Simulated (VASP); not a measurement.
Set up this calculation in VASP 6.6.1, as the native input.

```yaml
Task: single point
Functional: r2SCAN
Potentials_or_basis: VASP PAW PBE potentials, release 64 (Si, Ge_d)
Cutoff: 520 eV
k_mesh: 12 × 12 × 4
Occupations: gaussian, width 0.05 eV
Spin: no spin polarisation
Dipole_correction: no
Further_INCAR_settings: ALGO = Normal; EDIFF = 1e-07; NBANDS = 26
```

Crystal: SiGe.

```
Si Ge
1.0
     3.90445    0.00000    0.00000
    -1.95223    3.38135    0.00000
     0.00000    0.00000    6.12824
Si Ge
2 2
Direct
  0.66667 0.33333 0.87461
  0.33333 0.66667 0.37461
  0.66667 0.33333 0.50039
  0.33333 0.66667 0.00039
```

This cell differs from its parent crystal: strain +0.000 along x and y, -0.050 along z.

One way to write it, as run:

POSCAR

```
SiGe
1.0
    3.9044512986      0.0000000000      0.0000000000
   -1.9522256493      3.3813540124      0.0000000000
    0.0000000000      0.0000000000      6.1282438500
Si Ge
2 2
Direct
    0.6666666667      0.3333333333      0.8746070000
    0.3333333333      0.6666666667      0.3746070000
    0.6666666667      0.3333333333      0.5003920000
    0.3333333333      0.6666666667      0.0003920000
```

INCAR.step1

```
ALGO = Normal
EDIFF = 1E-4
ENCUT = 520
GGA = PE
ISMEAR = 0
LASPH = T
LCHARG = F
LREAL = F
LWAVE = T
NBANDS = 26
NELM = 60
PREC = Accurate
SIGMA = 0.05
```

INCAR.step2

```
ALGO = Normal
EDIFF = 1E-7
ENCUT = 520
ISIF = 2
ISMEAR = 0
ISTART = 1
LASPH = T
LCHARG = F
LMIXTAU = T
LREAL = F
LWAVE = F
METAGGA = R2SCAN
NBANDS = 26
NELM = 60
PREC = Accurate
SIGMA = 0.05
```

KPOINTS

```
k-points
0
Gamma
  12 12 4
```

Potentials or basis: VASP PAW PBE potentials, release 64 (Si, Ge_d).

Command:

```bash
$ cat potpaw_PBE.64/Si/POTCAR potpaw_PBE.64/Ge_d/POTCAR > POTCAR
$ cp INCAR.step1 INCAR
$ mpirun -np 1 vasp_std > vasp.out
$ cp INCAR.step2 INCAR
$ mpirun -np 1 vasp_std > vasp.out
```

Results of the run:

| Item | Value |
| --- | --- |
| Pressure | 5.3 GPa |
| Largest force | 0.682 eV/Å |
| Band gap on the k mesh | 0.30 eV (least direct gap 0.32 eV) |

Caveat: the cell differs from its parent crystal (strain +0.000 along x and y, -0.050 along z); the cell stands under pressure; the PAW data sets were made with another functional, which shifts forces and pressure a little.

Run time: 3.1 min on 1 thread of Intel(R) Xeon(R) 6975P-C (Granite Rapids) (shared host), peak memory 0.27 GiB.
